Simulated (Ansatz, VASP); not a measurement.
## KI: VASP beside Ansatz

INCAR

```
PREC = Accurate
ENCUT = 520
EDIFF = 1E-7
ISMEAR = 0
SIGMA = 0.05
LREAL = F
LASPH = T
NELM = 80
ALGO = Normal
ISIF = 2
LWAVE = F
LCHARG = F
NBANDS = 15
```

File KPOINTS:

```
Automatic mesh
0
Gamma
  6 6 6
```

Contents of POSCAR:

```
KI
1.0
    0.0000000000      3.4109309835      3.4109309835
    3.4109309835      0.0000000000      3.4109309835
    3.4109309835      3.4109309835      0.0000000000
K I
1 1
Direct
    0.0000000000      0.0000000000      0.0000000000
    0.5000000000      0.5000000000      0.5000000000
```

Input for Ansatz:

```yaml
crystal:
  lattice:
    - [0.0, 3.4109309835, 3.4109309835]
    - [3.4109309835, 0.0, 3.4109309835]
    - [3.4109309835, 3.4109309835, 0.0]
  atoms:
    - { symbol: K, position: [0.0, 0.0, 0.0] }
    - { symbol: I, position: [0.5, 0.5, 0.5] }
basis:
  ecutwfc: 420
kpoints:
  mp_grid: { grid: [6, 6, 6] }
hamiltonian:
  xc: lda
  pseudopotentials: { kind: paw }
scf:
  occupations: { method: gaussian, width: 0.05 }
output:
  forces: true
  stress: true
  eigenvalues: true
```

Alike in both runs: task single point; functional LDA; k mesh 6 × 6 × 6; occupations gaussian, width 0.05 eV; no spin polarisation.

|  | VASP | Ansatz |
| --- | --- | --- |
| version | VASP 6.6.1 | Ansatz 0.2.0 |
| potentials or method | VASP PAW LDA potentials, release 64 (K_sv, I), cutoff 520 eV | scalar-relativistic, plane waves, PAW |
| valence electrons in the cell | 16 | 26 |

|  | VASP | Ansatz | Ansatz less VASP |
| --- | --- | --- | --- |
| gap on the k mesh at the Fermi level (eV) | 3.87 | 3.86 | -0.010 |
| least direct gap on the mesh (eV) | 3.87 | 3.86 | -0.010 |
| pressure (GPa) | 0.0 | 0.0 | -0.06 |

LDA's correlation is that of Perdew and Zunger in VASP and of Perdew and Wang (1992) in Ansatz. VASP's potentials hold 16 valence electrons a cell and Ansatz's 26, so a difference there can come from the potentials and not from the codes.

Neither program's run includes spin-orbit coupling.
